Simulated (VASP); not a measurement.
# NaF (Villiaumite) (I4/mmm) in VASP: notebook

NaF (Villiaumite) is run at these levels: LDA; tasks: single point.

All numbers are computed with VASP 6.6.1; they aren't measurements. Logs are shortened: lines on timing, memory, paths and dates and some standing lists are left out, and cuts for length are marked.

## Step 1: The cell of the first run

It takes space group I4/mmm (No. 139, tetragonal). The conventional cell has a = 3.184 Å, b = 3.184 Å, c = 4.481 Å, α = 90.00°, β = 90.00°, γ = 90.00°. Na (site symmetry 4/mmm) has 6 F at 2.24 to 2.25 Å within 3.0 Å. Within 3.0 Å of F (site symmetry 4/mmm) lie 6 Na at 2.24 to 2.25 Å.

## Step 2: Single point, LDA (z stretched by -0.5 %, x and y held)

The input, INCAR:

```
PREC = Accurate ; ENCUT = 520
EDIFF = 1E-7 ; ISMEAR = 0
SIGMA = 0.01 ; LREAL = F
LASPH = T ; NELM = 60
ALGO = Normal ; ISIF = 2
LWAVE = F ; LCHARG = F
NBANDS = 14
```

The input, KPOINTS:

```
Automatic mesh
0
Gamma
  10 10 10
```

The input, POSCAR:

```
NaF
1.0
    0.0000000000      2.2517812203      2.2405223142
    2.2517812203      0.0000000000      2.2405223142
    2.2517812203      2.2517812203      0.0000000000
Na F
1 1
Direct
    0.0000000000      0.0000000000      0.0000000000
    0.5000000000      0.5000000000      0.5000000000
```

Potentials or basis: VASP PAW LDA potentials, release 64 (Na_pv, F).

Launch:

```console
cat potpaw_LDA.64/Na_pv/POTCAR potpaw_LDA.64/F/POTCAR > POTCAR
mpirun -np 1 vasp_std > vasp.out
```

OUTCAR:

```text
PREC = Accurate
   ENCUT = 520
   EDIFF = 1E-7
   ISMEAR = 0
   LREAL = F
   LASPH = T
   NELM = 60
   ISIF = 2

 ion  position               nearest neighbor table
   1  0.000  0.000  0.000-   2 2.24   2 2.24   2 2.25   2 2.25   2 2.25   2 2.25
   2  0.500  0.500  0.500-   1 2.24   1 2.24   1 2.25   1 2.25   1 2.25   1 2.25

  LATTYP: Found a body centered tetragonal cell.
 ALAT       =     3.1844995412
 C/A-ratio  =     1.4071424946

  Lattice vectors:

 A1 = (   0.0000000000,  -2.2517812203,  -2.2405223142)
 A2 = (   0.0000000000,   2.2517812203,  -2.2405223142)
 A3 = (   2.2517812203,   0.0000000000,   2.2405223142)

Analysis of symmetry for initial positions (statically):
=====================================================================
 Subroutine PRICEL returns:
 Original cell was already a primitive cell.

 Routine SETGRP: Setting up the symmetry group for a
 body centered tetragonal supercell.

 Subroutine GETGRP returns: Found 16 space group operations
 (whereof 16 operations were pure point group operations)
 out of a pool of 16 trial point group operations.

The static configuration has the point symmetry D_4h.

Analysis of symmetry for dynamics (positions and initial velocities):
=====================================================================
 Subroutine PRICEL returns:
 Original cell was already a primitive cell.

 Routine SETGRP: Setting up the symmetry group for a
 body centered tetragonal supercell.

 Subroutine GETGRP returns: Found 16 space group operations
 (whereof 16 operations were pure point group operations)
 out of a pool of 16 trial point group operations.

The dynamic configuration has the point symmetry D_4h.

 Subroutine INISYM returns: Found 16 space group operations
 (whereof 16 operations are pure point group operations),
 and found     1 'primitive' translations

----------------------------------------------------------------------------------------

                                     Primitive cell

  volume of cell :      22.7212

  direct lattice vectors                    reciprocal lattice vectors
     0.000000000  2.251781220  2.240522314    -0.222046438  0.222046438  0.223162250
     2.251781220  0.000000000  2.240522314     0.222046438 -0.222046438  0.223162250
     2.251781220  2.251781220  0.000000000     0.222046438  0.222046438 -0.223162250

  length of vectors
     3.176548269  3.176548269  3.184499541     0.385241004  0.385241004  0.385241004

[... 83 lines left out ...]
   NSW    =      0    number of steps for IOM
   IBRION =     -1    ionic relax: 0-MD 1-quasi-New 2-CG
   NFREE  =      0    steps in history (QN), initial steepest desc. (CG)
   ISIF   =      2    stress and relaxation
   ISYM   =      2    0-nonsym 1-usesym 2-fastsym
   POTIM  = 0.5000    time-step for ionic-motion
   TEBEG  =    0.0;   TEEND  =   0.0 temperature during run
   PSTRESS=    0.0 pullay stress
   NELECT =      14.0000    total number of electrons
   NUPDOWN=      -1.0000    fix difference up-down
   EMIN   =  10.00;   EMAX   =-10.00  energy-range for DOS
   EFERMI =   0.00;   METHOD = LEGACY
   ISMEAR =     0;   SIGMA  =   0.01  broadening in eV -4-tet -1-fermi 0-gaus
   EFERMI_NEDOS =   21; number of points for ismear=-14 and -15
   IALGO  =     38    algorithm
   IMIX   =      4    mixing-type and parameters
     AMIX     =   0.40;   BMIX     =  1.00
     AMIX_MAG =   1.60;   BMIX_MAG =  1.00
  volume/ion in A,a.u.               =      11.36        76.67
  Fermi-wavevector in a.u.,A,eV,Ry     =   1.393072  2.632525 26.404148  1.940650
  Thomas-Fermi vector in A             =   2.516754
   LORBIT       =      0    0 simple, 1 ext, 2 COOP (PROOUT), +10 PAW based schemes
   GGA     = CA    functional components
   LHFCALC =     F    Hartree Fock is set to
   AEXX    =    0.0000 exact exchange contribution
   IVDW    =     0    specifies the selected vdW correction
   LEPSILON=     F    determine dielectric tensor
   LRPA    =     F    only Hartree local field effects (RPA)
 non-spin polarized calculation
 Gauss-broadening in eV      SIGMA  =   0.01
  energy-cutoff  :      520.00
  volume of cell :       22.72
 maximum number of plane-waves:       628
   NGX = 11   NGY = 11   NGZ = 11

 number of electron      14.0000021 magnetization

 Free energy of the ion-electron system (eV)
  ---------------------------------------------------
  ext. energy  EPLUGINS =         0.00000000
  ---------------------------------------------------
  free energy    TOTEN  =        -9.33218573 eV

  energy without entropy =       -9.33218573  energy(sigma->0) =       -9.33218573

 E-fermi :  -1.9803     XC(G=0): -10.4072

 val. band max:       -2.0886463684   @ k =   0.0000   0.0000   0.0000
 cond. band min:       4.3726593541   @ k =   0.0000   0.0000   0.0000
 fundamental gap:      6.4613057225
 Fermi energy:        -1.9802812131

 k-point     1 :       0.0000    0.0000    0.0000
  band No.  band energies     occupation
      1     -21.0213      2.00000
      2     -20.5986      2.00000
      3     -20.5986      2.00000
      4     -20.5978      2.00000
      5      -2.0897      2.00000
      6      -2.0897      2.00000
      7      -2.0886      2.00000
      8       4.3727      0.00000
      9      17.0575      0.00000
     10      17.0575      0.00000
     11      17.0969      0.00000
     12      20.0776      0.00000
     13      22.3337      0.00000
     14      22.4878      0.00000
[... 377 lines left out ...]
      1     -21.2936      2.00000
      2     -20.6679      2.00000
      3     -20.6572      2.00000
      4     -20.1597      2.00000
      5      -3.4639      2.00000
      6      -2.5396      2.00000
      7      -2.4742      2.00000
      8       8.8591      0.00000
      9      11.6352      0.00000
     10      15.2331      0.00000
     11      18.1296      0.00000
     12      18.1668      0.00000
     13      24.5298      0.00000
     14      25.2021      0.00000

 [... further k-points ...]
[... 5 lines left out ...]
  --------------------------------------------------------------------------------------
  -------------------------------------------------------------------------------------
  Total        0.0114723      0.0114723      0.0938922      0.0000000      0.0000000      0.0000000
  in kB        0.8089670      0.8089670      6.6207700      0.0000000      0.0000000      0.0000000
  external PRESSURE =       2.7462347 kB  Pullay stress =       0.0000000 kB

 VOLUME and BASIS-vectors are now :
 -----------------------------------------------------------------------------
  energy-cutoff  :      520.00
  volume of cell :       22.72
      direct lattice vectors                 reciprocal lattice vectors
     0.000000000  2.251781220  2.240522314    -0.222046438  0.222046438  0.223162250
     2.251781220  0.000000000  2.240522314     0.222046438 -0.222046438  0.223162250
     2.251781220  2.251781220  0.000000000     0.222046438  0.222046438 -0.223162250

 POSITION                                       TOTAL-FORCE (eV/Angst)
 -----------------------------------------------------------------------------------
      0.00000      0.00000      0.00000        -0.000000      0.000000      0.000000
      2.25178      2.25178      2.24052         0.000000     -0.000000      0.000000
 -----------------------------------------------------------------------------------
    total drift:                                0.000000     -0.000000      0.000000

  FREE ENERGIE OF THE ION-ELECTRON SYSTEM (eV)
  ---------------------------------------------------
  free  energy   TOTEN  =        -9.3321857310 eV

  energy  without entropy=       -9.3321857310  energy(sigma->0) =       -9.33218573
```

Run time: 19 s. Hardware: 1 thread of Intel Xeon Platinum 8488C (Sapphire Rapids), shared host; peak memory 0.14 GiB.

What came out:

```yaml
Free_energy: -9.3322 eV
Pressure: 0.3 GPa
Band_gap_on_the_k_mesh: 6.46 eV, direct
```

Levels at points of the mesh, in eV from the valence-band top:
| k point | band 5 | band 6 | band 7 | band 8 | band 9 | band 10 |
| --- | --- | --- | --- | --- | --- | --- |
| (0.00, 0.00, 0.00) | 0.00 | 0.00 | 0.00 | 6.46 | 19.15 | 19.15 |
| (0.50, 0.00, 0.00) | -1.88 | -0.32 | -0.32 | 10.94 | 12.87 | 20.60 |
| (0.50, 0.50, 0.00) | -1.47 | -0.47 | -0.47 | 13.09 | 13.55 | 14.16 |
| (0.50, 0.00, 0.50) | -1.48 | -0.47 | -0.46 | 13.14 | 13.48 | 14.15 |

Caveat: the cell differs from its parent crystal (z stretched by -0.5 %, x and y held). A k mesh can miss the band edges.

## Step 3: Single point, LDA (z stretched by +0.5 %, x and y held)

The input, INCAR:

```
SYSTEM = NaF
PREC = Accurate
ENCUT = 520
EDIFF = 1E-7
ISMEAR = 0
SIGMA = 0.01
LREAL = .FALSE.
LASPH = .TRUE.
NELM = 100
ALGO = Normal
ISIF = 2
LWAVE = .FALSE.
LCHARG = .TRUE.
LELF = .TRUE.
LVHAR = .TRUE.
NBANDS = 14
```

The input, KPOINTS:

```
regular mesh
0
G
  10 10 10
  0 0 0
```

The input, POSCAR:

```
NaF
1.0
    0.0000000000      2.2517812203      2.2630401264
    2.2517812203      0.0000000000      2.2630401264
    2.2517812203      2.2517812203      0.0000000000
Na F
1 1
Direct
    0.0000000000      0.0000000000      0.0000000000
    0.5000000000      0.5000000000      0.5000000000
```

Potentials or basis: VASP PAW LDA potentials, release 64 (Na_pv, F).

Launch:

```console
cat potpaw_LDA.64/Na_pv/POTCAR potpaw_LDA.64/F/POTCAR > POTCAR
mpirun -np 1 vasp_std > vasp.out
```

Wall time 12 s (1 thread of Intel Xeon Platinum 8488C (Sapphire Rapids), shared host); peak memory 0.14 GiB.

The run converged. Its results:

* Free energy: -9.3325 eV
* Pressure: -0.3 GPa
* Band gap on the k mesh: 6.40 eV, direct

Stress tensor (GPa, compression positive):
```
-0.17  0.00  0.00
 0.00 -0.17  0.00
 0.00  0.00 -0.71
```

Levels at points of the mesh, in eV from the valence-band top:
```csv
k point,band 4,band 5,band 6,band 7,band 8,band 9,band 10,band 11
"(0.00, 0.00, 0.00)",-18.54,0.00,0.00,0.00,6.40,19.06,19.10,19.10
"(0.50, 0.00, 0.00)",-17.62,-1.85,-0.31,-0.31,10.88,12.78,20.49,20.59
"(0.50, 0.50, 0.00)",-18.58,-1.47,-0.45,-0.45,13.12,13.37,14.04,20.42
"(0.50, 0.00, 0.50)",-18.58,-1.46,-0.47,-0.46,13.07,13.44,14.05,20.33
```

Caveat: the cell differs from its parent crystal (z stretched by +0.5 %, x and y held). A k mesh can miss the band edges.
